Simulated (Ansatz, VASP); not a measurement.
## WS2: VASP beside Ansatz

```
W S
1.0
     3.13009    0.00000    0.00000
    -1.56504    2.71074    0.00000
     0.00000    0.00000   24.47131
W S
2 4
Direct
  0.33333 0.66667 0.63794
  0.66667 0.33333 0.36206
  0.33333 0.66667 0.29624
  0.66667 0.33333 0.57210
  0.33333 0.66667 0.42790
  0.66667 0.33333 0.70376
```

Alike in both runs: task single point; functional r2SCAN; k mesh 12 × 12 × 2; occupations gaussian, width 0.05 eV; no spin polarisation.

|  | VASP | Ansatz |
| --- | --- | --- |
| version | VASP 6.6.1 | Ansatz 0.2.0 |
| potentials or method | VASP PAW PBE potentials, release 64 (W_sv, S), cutoff 520 eV | scalar-relativistic, plane waves, PAW |
| valence electrons in the cell | 52 | 52 |

Ansatz gave:

| Quantity | Value |
| --- | --- |
| gap on the k mesh at the Fermi level (eV) | 1.83 |
| least direct gap on the mesh (eV) | 2.23 |
| rms of the force components (eV/Å) | 0.319 |

Which values does VASP return?

gap on the k mesh at the Fermi level (eV): 1.83; least direct gap on the mesh (eV): 2.23; rms of the force components (eV/Å): 0.309.

VASP's potentials were made for PBE, not for r2SCAN. Atom by atom the forces differ by 0.011 eV/Å (rms over components).

Spin-orbit coupling is off throughout.
